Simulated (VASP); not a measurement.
# Hf (P6_3/mmc) in VASP: single point with PBEsol

Aim: the single point of Hf with PBEsol.

All numbers are computed with VASP 6.6.1; they aren't measurements. Logs are shortened: lines on timing, memory, paths and dates and some standing lists are left out, and cuts for length are marked.

### 1 The cell of the first run

Symmetry: P6_3/mmc, No. 194, hexagonal system. Conventional cell: a = 3.197 Å, b = 3.197 Å, c = 5.058 Å, α = 90.00°, β = 90.00°, γ = 120.00°. Hf (site symmetry -6m2) has 12 Hf at 3.13 to 3.20 Å within 4.1 Å.

### 2 Single point, PBEsol

Input file INCAR:

```
SYSTEM = Hf
PREC = Accurate ; ENCUT = 520
EDIFF = 1E-6 ; ISMEAR = 0
SIGMA = 0.15 ; LREAL = .FALSE.
LASPH = .TRUE. ; NELM = 100
ALGO = Fast ; ISIF = 2
LWAVE = .FALSE. ; LCHARG = .FALSE.
GGA = PS ; NBANDS = 17
```

Input file KPOINTS:

```
regular mesh
0
G
  18 18 10
  0 0 0
```

Input file POSCAR:

```
Hf
1.0
    3.1966985242      0.0000000000      0.0000000000
   -1.5983492621      2.7684221302      0.0000000000
    0.0000000000      0.0000000000      5.0578000000
Hf
2
Direct
    0.3333333333      0.6666666667      0.2500000000
    0.6666666667      0.3333333333      0.7500000000
```

Potentials or basis: VASP PAW PBE potentials, release 64 (Hf_pv).

Started as:

```sh
$ cat potpaw_PBE.64/Hf_pv/POTCAR > POTCAR
$ mpirun -np 1 vasp_std > vasp.out
```

OUTCAR:

```text
SYSTEM = Hf
   PREC = Accurate
   ENCUT = 520
   EDIFF = 1E-6
   ISMEAR = 0
   LREAL = .FALSE.
   LASPH = .TRUE.
   NELM = 100
   ISIF = 2
   GGA = PS

 ion  position               nearest neighbor table
   1  0.333  0.667  0.250-   2 3.13   2 3.13   2 3.13   2 3.13   2 3.13   2 3.13
   2  0.667  0.333  0.750-   1 3.13   1 3.13   1 3.13   1 3.13   1 3.13   1 3.13

  LATTYP: Found a hexagonal cell.
 ALAT       =     3.1966985242
 C/A-ratio  =     1.5821948681

  Lattice vectors:

 A1 = (   3.1966985242,   0.0000000000,   0.0000000000)
 A2 = (  -1.5983492621,   2.7684221302,   0.0000000000)
 A3 = (   0.0000000000,   0.0000000000,   5.0578000000)

Analysis of symmetry for initial positions (statically):
=====================================================================
 Subroutine PRICEL returns:
 Original cell was already a primitive cell.

 Routine SETGRP: Setting up the symmetry group for a
 hexagonal supercell.

 Subroutine GETGRP returns: Found 24 space group operations
 (whereof 12 operations were pure point group operations)
 out of a pool of 24 trial point group operations.

The static configuration has the point symmetry D_3d.
 The point group associated with its full space group is D_6h.

Analysis of symmetry for dynamics (positions and initial velocities):
=====================================================================
 Subroutine PRICEL returns:
 Original cell was already a primitive cell.

 Routine SETGRP: Setting up the symmetry group for a
 hexagonal supercell.

 Subroutine GETGRP returns: Found 24 space group operations
 (whereof 12 operations were pure point group operations)
 out of a pool of 24 trial point group operations.

The dynamic configuration has the point symmetry D_3d.
 The point group associated with its full space group is D_6h.

 Subroutine INISYM returns: Found 24 space group operations
 (whereof 12 operations are pure point group operations),
 and found     1 'primitive' translations

----------------------------------------------------------------------------------------

                                     Primitive cell

  volume of cell :      44.7606

  direct lattice vectors                    reciprocal lattice vectors
     3.196698524  0.000000000  0.000000000     0.312822743  0.180608295  0.000000000
    -1.598349262  2.768422130  0.000000000     0.000000000  0.361216589  0.000000000
     0.000000000  0.000000000  5.057800000     0.000000000  0.000000000  0.197714421

  length of vectors
     3.196698524  3.196698524  5.057800000     0.361216589  0.361216589  0.197714421

  position of ions in fractional coordinates (direct lattice)
     0.333333333  0.666666667  0.250000000
     0.666666667  0.333333333  0.750000000

  ion indices of the primitive-cell ions
   primitive index   ion index
                 1           1
                 2           2

----------------------------------------------------------------------------------------

 KPOINTS: regular mesh

Automatic generation of k-mesh.
 Grid dimensions read from file:
 generate k-points for:   18   18   10

 Generating k-lattice:

  Cartesian coordinates                     Fractional coordinates (reciprocal lattice)
     0.017379041  0.010033794  0.000000000     0.055555556  0.000000000  0.000000000
     0.000000000  0.020067588  0.000000000     0.000000000  0.055555556  0.000000000
     0.000000000  0.000000000  0.019771442     0.000000000  0.000000000  0.100000000

  Length of vectors
     0.020067588  0.020067588  0.019771442

  Shift w.r.t. Gamma in fractional coordinates (k-lattice)
     0.000000000  0.000000000  0.000000000

 Subroutine IBZKPT returns following result:
 ===========================================

 Found    222 irreducible k-points:

 Following reciprocal coordinates:
            Coordinates               Weight
  0.000000  0.000000  0.000000      1.000000
  0.055556  0.000000  0.000000      6.000000
  0.111111  0.000000  0.000000      6.000000
  0.166667  0.000000  0.000000      6.000000
  0.222222 -0.000000  0.000000      6.000000
  0.277778 -0.000000  0.000000      6.000000
[... 16 lines left out ...]
  0.333333  0.111111  0.000000     12.000000
  0.388889  0.111111  0.000000     12.000000
 [... further k-points ...]
   k-points           NKPTS =    222   k-points in BZ     NKDIM =    222   number of bands    NBANDS=     17
   number of dos      NEDOS =    301   number of ions     NIONS =      2
   total plane-waves  NPLWV =  23040
   dimension x,y,z NGX =    24 NGY =   24 NGZ =   40
   dimension x,y,z NGXF=    48 NGYF=   48 NGZF=   80
   ions per type =               2
   NGX,Y,Z   is equivalent  to a cutoff of  12.48, 12.48, 13.15 a.u.
   NGXF,Y,Z  is equivalent  to a cutoff of  24.96, 24.96, 26.30 a.u.
 SYSTEM =  Hf
   PREC   = accura    normal or accurate (medium, high low for compatibility)
   ISTART =      0    job   : 0-new  1-cont  2-samecut
   ICHARG =      2    charge: 1-file 2-atom 10-const
   ISPIN  =      1    spin polarized calculation?
   LNONCOLLINEAR =      F non collinear calculations
   LSORBIT =      F    spin-orbit coupling
   LASPH  =      T    aspherical Exc in radial PAW
   ENCUT  =  520.0 eV  38.22 Ry    6.18 a.u.   5.94  5.94  9.40*2*pi/ulx,y,z
   NELM   =    100;   NELMIN=  2; NELMDL= -5     # of ELM steps
   EDIFF  = 0.1E-05   stopping-criterion for ELM
   LREAL  =      F    real-space projection
   EDIFFG = 0.1E-04   stopping-criterion for IOM
   NSW    =      0    number of steps for IOM
   IBRION =     -1    ionic relax: 0-MD 1-quasi-New 2-CG
   NFREE  =      0    steps in history (QN), initial steepest desc. (CG)
   ISIF   =      2    stress and relaxation
   ISYM   =      2    0-nonsym 1-usesym 2-fastsym
   POTIM  = 0.5000    time-step for ionic-motion
   TEBEG  =    0.0;   TEEND  =   0.0 temperature during run
   PSTRESS=    0.0 pullay stress
   NELECT =      20.0000    total number of electrons
   NUPDOWN=      -1.0000    fix difference up-down
   EMIN   =  10.00;   EMAX   =-10.00  energy-range for DOS
   EFERMI =   0.00;   METHOD = LEGACY
   ISMEAR =     0;   SIGMA  =   0.15  broadening in eV -4-tet -1-fermi 0-gaus
   EFERMI_NEDOS =   21; number of points for ismear=-14 and -15
   IALGO  =     68    algorithm
   IMIX   =      4    mixing-type and parameters
     AMIX     =   0.40;   BMIX     =  1.00
     AMIX_MAG =   1.60;   BMIX_MAG =  1.00
  volume/ion in A,a.u.               =      22.38       151.03
  Fermi-wavevector in a.u.,A,eV,Ry     =   1.251564  2.365112 21.312324  1.566412
  Thomas-Fermi vector in A             =   2.385505
   LORBIT       =      0    0 simple, 1 ext, 2 COOP (PROOUT), +10 PAW based schemes
   GGA     = PS    functional components
   LHFCALC =     F    Hartree Fock is set to
   AEXX    =    0.0000 exact exchange contribution
   IVDW    =     0    specifies the selected vdW correction
   LEPSILON=     F    determine dielectric tensor
   LRPA    =     F    only Hartree local field effects (RPA)
 non-spin polarized calculation
 RMM-DIIS sequential band-by-band and
 Gauss-broadening in eV      SIGMA  =   0.15
  energy-cutoff  :      520.00
  volume of cell :       44.76
 maximum number of plane-waves:      1236
 NGX is ok and might be reduce to    24
   NGX = 11   NGY = 11   NGZ = 19

 number of electron      20.0000004 magnetization

 Free energy of the ion-electron system (eV)
  ---------------------------------------------------
  ext. energy  EPLUGINS =         0.00000000
  ---------------------------------------------------
  free energy    TOTEN  =       -20.99285539 eV

  energy without entropy =      -20.97585187  energy(sigma->0) =      -20.98435363

 E-fermi :   4.7600     XC(G=0): -11.3894

 val. band max:        4.7588809118   @ k =   0.1667   0.0000   0.4000
 cond. band min:       4.7849407743   @ k =   0.3889   0.2222   0.4000
 fundamental gap:      0.0260598625
 Fermi energy:         4.7599890550

 k-point     1 :       0.0000    0.0000    0.0000
  band No.  band energies     occupation
      1     -26.2758      2.00000
      2     -25.5286      2.00000
      3     -25.5286      2.00000
      4     -25.4037      2.00000
      5     -25.3999      2.00000
      6     -25.3999      2.00000
[... 9 lines left out ...]
     16       7.3722      0.00000
     17      10.0799      0.00000

 k-point     2 :       0.0556    0.0000    0.0000
  band No.  band energies     occupation
      1     -26.2677      2.00000
      2     -25.5458      2.00000
      3     -25.5344      2.00000
      4     -25.4182      2.00000
      5     -25.4074      2.00000
      6     -25.4022      2.00000
[... 9 lines left out ...]
     16       7.2803      0.00000
     17      10.3196      0.00000

 k-point     3 :       0.1111    0.0000    0.0000
  band No.  band energies     occupation
      1     -26.2440      2.00000
      2     -25.5956      2.00000
      3     -25.5509      2.00000
      4     -25.4703      2.00000
      5     -25.4185      2.00000
      6     -25.4090      2.00000
[... 9 lines left out ...]
     16       7.0741      0.00000
     17      10.3440      0.00000

 k-point     4 :       0.1667    0.0000    0.0000
  band No.  band energies     occupation
      1     -26.2060      2.00000
      2     -25.6719      2.00000
      3     -25.5756      2.00000
      4     -25.5484      2.00000
      5     -25.4371      2.00000
      6     -25.4201      2.00000
[... 9 lines left out ...]
     16       7.4784      0.00000
     17      10.5684      0.00000

 k-point     5 :       0.2222   -0.0000    0.0000
  band No.  band energies     occupation
      1     -26.1562      2.00000
      2     -25.7656      2.00000
      3     -25.6413      2.00000
      4     -25.6049      2.00000
      5     -25.4631      2.00000
      6     -25.4344      2.00000
[... 9 lines left out ...]
     16       8.0214      0.00000
     17      10.7802      0.00000

 k-point     6 :       0.2778   -0.0000    0.0000
  band No.  band energies     occupation
      1     -26.0978      2.00000
      2     -25.8652      2.00000
      3     -25.7370      2.00000
      4     -25.6352      2.00000
      5     -25.4960      2.00000
      6     -25.4503      2.00000
[... 9 lines left out ...]
     16       8.6750      0.00000
     17      10.9512      0.00000

 k-point     7 :       0.3333    0.0000    0.0000
  band No.  band energies     occupation
      1     -26.0354      2.00000
      2     -25.9585      2.00000
      3     -25.8242      2.00000
      4     -25.6631      2.00000
      5     -25.5346      2.00000
      6     -25.4656      2.00000
[... 9 lines left out ...]
     16       9.3942      0.00000
     17      11.0747      0.00000

 k-point     8 :       0.3889   -0.0000    0.0000
  band No.  band energies     occupation
      1     -26.0343      2.00000
      2     -25.9750      2.00000
      3     -25.8936      2.00000
      4     -25.6854      2.00000
      5     -25.5753      2.00000
      6     -25.4784      2.00000
[... 9 lines left out ...]
     16      10.1160      0.00000
     17      11.1545      0.00000
[... 203 lines left out ...]
      1     -26.1841      2.00000
      2     -25.6948      2.00000
      3     -25.6437      2.00000
      4     -25.5425      2.00000
      5     -25.4483      2.00000
      6     -25.4395      2.00000
[... 9 lines left out ...]
     16       7.8526      0.00000
     17      10.5650      0.00000

 k-point    20 :       0.1667    0.1111    0.0000
  band No.  band energies     occupation
      1     -26.1356      2.00000
      2     -25.7711      2.00000
      3     -25.7188      2.00000
      4     -25.5839      2.00000
      5     -25.4744      2.00000
      6     -25.4624      2.00000
[... 9 lines left out ...]
     16       8.4750      0.00000
     17      10.6865      0.00000

 k-point    21 :       0.2222    0.1111    0.0000
  band No.  band energies     occupation
      1     -26.0787      2.00000
      2     -25.8612      2.00000
      3     -25.7869      2.00000
      4     -25.6302      2.00000
      5     -25.5074      2.00000
      6     -25.4847      2.00000
[... 9 lines left out ...]
     16       9.1975      0.00000
     17      10.7964      0.00000

 k-point    22 :       0.2778    0.1111    0.0000
  band No.  band energies     occupation
      1     -26.0173      2.00000
      2     -25.9484      2.00000
      3     -25.8462      2.00000
      4     -25.6744      2.00000
      5     -25.5462      2.00000
      6     -25.5047      2.00000
[... 9 lines left out ...]
     16       9.9834      0.00000
     17      10.8801      0.00000

 k-point    23 :       0.3333    0.1111    0.0000
  band No.  band energies     occupation
      1     -26.0192      2.00000
      2     -25.9575      2.00000
      3     -25.8936      2.00000
      4     -25.7100      2.00000
      5     -25.5876      2.00000
      6     -25.5207      2.00000
[... 9 lines left out ...]
     16      10.7843      0.00000
     17      10.9350      0.00000

 k-point    24 :       0.3889    0.1111    0.0000
  band No.  band energies     occupation
      1     -26.0652      2.00000
      2     -25.9244      2.00000
      3     -25.9089      2.00000
      4     -25.7329      2.00000
      5     -25.6240      2.00000
      6     -25.5312      2.00000
[... 9 lines left out ...]
     16      10.9644      0.00000
     17      11.4903      0.00000

 [... further k-points ...]
[... 5 lines left out ...]
  --------------------------------------------------------------------------------------
  -------------------------------------------------------------------------------------
  Total       -1.1061789     -1.1061789     -1.1734183      0.0000000     -0.0000000      0.0000000
  in kB      -39.5949949    -39.5949949    -42.0017906      0.0000000     -0.0000000      0.0000000
  external PRESSURE =     -40.3972601 kB  Pullay stress =       0.0000000 kB

 VOLUME and BASIS-vectors are now :
 -----------------------------------------------------------------------------
  energy-cutoff  :      520.00
  volume of cell :       44.76
      direct lattice vectors                 reciprocal lattice vectors
     3.196698524  0.000000000  0.000000000     0.312822743  0.180608295  0.000000000
    -1.598349262  2.768422130  0.000000000     0.000000000  0.361216589  0.000000000
     0.000000000  0.000000000  5.057800000     0.000000000  0.000000000  0.197714421

 POSITION                                       TOTAL-FORCE (eV/Angst)
 -----------------------------------------------------------------------------------
     -0.00000      1.84561      1.26445         0.000000     -0.000000      0.000000
      1.59835      0.92281      3.79335        -0.000000      0.000000      0.000000
 -----------------------------------------------------------------------------------
    total drift:                               -0.000000      0.000000     -0.000000

  FREE ENERGIE OF THE ION-ELECTRON SYSTEM (eV)
  ---------------------------------------------------
  free  energy   TOTEN  =       -20.9928553875 eV

  energy  without entropy=      -20.9758518687  energy(sigma->0) =      -20.98435363
```

It took 47 s on 1 thread of Intel Xeon 6975P-C (Granite Rapids), shared host; peak memory 0.26 GiB.

What came out:

```
Free energy            : -20.9929 eV
Pressure               : -4.0 GPa
Band gap on the k mesh : zero (band 10 reaches 5.92 eV, above the bottom of band 11 at 4.34 eV)
```

Levels at points of the mesh, in eV from the Fermi level:
```tsv
k point	band 8	band 9	band 10	band 11	band 12	band 13
(0.00, 0.00, 0.00)	-3.72	0.67	1.16	1.16	1.44	1.98
(0.50, 0.00, 0.00)	-2.75	-2.23	-0.79	0.77	0.86	1.67
(0.00, 0.00, 0.50)	-5.41	0.14	0.14	1.05	1.05	1.05
(0.50, 0.00, 0.50)	-3.42	-0.99	-0.99	1.19	1.19	2.63
```

Caveat: the PAW data sets were made with another functional, which shifts forces and pressure a little; spin-orbit coupling is left out, which moves the levels of the heavy elements.
